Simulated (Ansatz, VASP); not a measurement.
**One calculation of As, two programs**

```xyz
3
Lattice="4.6708 0.0000 0.0000 -2.3354 4.0450 0.0000 0.0000 0.0000 2.7233" Properties=species:S:1:pos:R:3 pbc="T T T"
As    2.3354    4.0450    0.0000
As    0.0000    2.6967    1.3617
As    2.3354    1.3483    1.3617
```

Alike in both runs: task single point; functional revPBE; k mesh 9 × 9 × 12; occupations fermi-dirac, width 0.1 eV; no spin polarisation.

|  | VASP | Ansatz |
| --- | --- | --- |
| version | VASP 6.6.1 | Ansatz 0.2.0 |
| potentials or method | VASP PAW PBE potentials, release 64 (As), cutoff 520 eV | plane waves (420 eV) with PAW, scalar-relativistic |
| valence electrons in the cell | 15 | 45 |

Ansatz gave:

| Quantity | Value |
| --- | --- |
| pressure (GPa) | 13.2 |
| traceless stress, the component that is largest in VASP (GPa) | 2.33 |

What did VASP give for the same quantities?

Pressure (GPa): 13.4; traceless stress, the component that is largest in VASP (GPa): 2.36.

VASP's potentials were made for PBE, not for revPBE. With one functional, cell and mesh, what is left measures potentials, basis and numerics. VASP's potentials hold 15 valence electrons a cell and Ansatz's 45, so a difference there can come from the potentials and not from the codes.
